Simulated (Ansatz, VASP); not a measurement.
## Si in VASP and in Ansatz

```xyz
2
Lattice="0.0000 2.7348 2.7348 2.7348 0.0000 2.7348 2.7348 2.7348 0.0000" Properties=species:S:1:pos:R:3 pbc="T T T"
Si    0.0000    0.0000    0.0000
Si    1.3674    1.3674    1.3674
```

Alike in both runs: functional PBE; k mesh 9 × 9 × 9; occupations fermi-dirac, width 0.01 eV; no spin polarisation.

Ansatz relaxed the structure, and its values are those at the end. VASP's run is a single point on that final structure, the one shown.

|  | VASP | Ansatz |
| --- | --- | --- |
| version | VASP 6.6.1 | Ansatz 0.2.0 |
| potentials or method | VASP PAW PBE potentials, release 64 (Si), cutoff 520 eV | plane-wave PAW DFT |
| valence electrons in the cell | 8 | 8 |

```tsv
	VASP	Ansatz	Ansatz less VASP
pressure (GPa)	0.0	0.0	+0.06
```
